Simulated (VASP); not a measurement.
Set up this calculation in VASP 6.6.1, as the native input.

| Item | Value |
| --- | --- |
| Task | single point |
| Functional | PBEsol |
| Potentials or basis | VASP PAW PBE potentials, release 64 (Ag, Br) |
| Cutoff | 500 eV |
| k mesh | 7 × 7 × 7 |
| Occupations | fermi-dirac, width 0.02 eV |
| Spin | no spin polarisation |
| Dipole correction | no |
| Further INCAR settings | ALGO = Normal; EDIFF = 1e-06; NBANDS = 16 |

The structure of AgBr lies in POSCAR:

```
AgBr
1.0
    0.0000000000      2.8763975868      2.8763975868
    2.8763975868      0.0000000000      2.8763975868
    2.8763975868      2.8763975868      0.0000000000
Ag Br
1 1
Direct
    0.5000000000      0.5000000000      0.5000000000
    0.0000000000      0.0000000000      0.0000000000
```

This cell differs from its parent crystal: volume scaled by 0.99.

One way to write it, as run:

INCAR

```
  ALGO = Normal
  EDIFF = 1E-6
  ENCUT = 500
  GGA = PS
  GGA_COMPAT = F
  ISIF = 2
  ISMEAR = -1
  LASPH = T
  LCHARG = T
  LELF = T
  LREAL = F
  LVHAR = T
  LWAVE = F
  NBANDS = 16
  NELM = 120
  PREC = Accurate
  SIGMA = 0.02
```

KPOINTS

```
k-points
0
Gamma
  7 7 7
```

Potentials or basis: VASP PAW PBE potentials, release 64 (Ag, Br).

Launch:

```bash
$ cat potpaw_PBE.64/Ag/POTCAR potpaw_PBE.64/Br/POTCAR > POTCAR
$ mpirun -np 1 vasp_std > vasp.out
```

Results of the run:

```yaml
Pressure: -1.9 GPa
Band_gap_on_the_k_mesh: 0.58 eV, indirect (least direct gap 2.43 eV)
```

Caveat: the PAW data sets were made with another functional, which shifts forces and pressure a little.

It took 27 s on 1 thread of Intel Xeon 8259CL, with other jobs on the host, peak memory 0.17 GiB.
